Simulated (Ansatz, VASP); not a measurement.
**Au: VASP beside Ansatz**

The input INCAR:

```
  PREC = Accurate
  ENCUT = 600
  EDIFF = 1E-7
  ISMEAR = 0
  SIGMA = 0.1
  LREAL = False
  LASPH = True
  NELM = 100
  ALGO = Fast
  ISIF = 3
  LWAVE = False
  LCHARG = False
  GGA = PE
  IBRION = 2
  NSW = 80
  EDIFFG = -0.003
```

KPOINTS

```
regular mesh
0
Gamma
  34 34 34
```

The input POSCAR:

```
Au
1.0
    0.0000000000      2.0400000000      2.0400000000
    2.0400000000      0.0000000000      2.0400000000
    2.0400000000      2.0400000000      0.0000000000
Au
1
Direct
    0.0000000000      0.0000000000      0.0000000000
```

Input for Ansatz:

```yaml
crystal:
  lattice:
    - [0.0, 2.04, 2.04]
    - [2.04, 0.0, 2.04]
    - [2.04, 2.04, 0.0]
  atoms:
    - { symbol: Au, position: [0.0, 0.0, 0.0] }
scf:
  occupations: { method: gaussian, width: 0.1 }
output:
  forces: true
  stress: true
  eigenvalues: true
  write_density: true
  write_potential: true
  elf: true
  volumetric_format: npy
kpoints:
  mp_grid: { grid: [34, 34, 34] }
hamiltonian:
  xc: pbe
relax:
  f_tol: 0.003
  max_steps: 60
  cell: { stress_tol: 0.02 }
```

Alike in both runs: task relaxation of cell and atoms; functional PBE; k mesh 34 × 34 × 34; occupations gaussian, width 0.1 eV; no spin polarisation.

```csv
,VASP,Ansatz
version,VASP 6.6.1,Ansatz 0.2.0
potentials or method,"VASP PAW PBE potentials, release 64 (Au)","scalar-relativistic, plane waves, PAW"
plane-wave cutoff (eV),600,420
valence electrons in the cell,11,19
```

VASP gave:

```
gap on the k mesh at the Fermi level, each at its own relaxed structure (eV) : none
relaxed volume (Å³/atom)                                                     : 17.94
relaxed length of the cell vector where the two differ most in proportion (Å)              : 2.938
```

Task: Which values does Ansatz return?

Result: gap on the k mesh at the Fermi level, each at its own relaxed structure (eV): none; relaxed volume (Å³/atom): 17.97; relaxed length of the cell vector where the two differ most in proportion (Å): 2.940.

A gap of «none» marks a metal or a gap that the smearing closes. VASP's potentials hold 11 valence electrons a cell and Ansatz's 19, so a difference there can come from the potentials and not from the codes.

Neither program's run includes spin-orbit coupling.
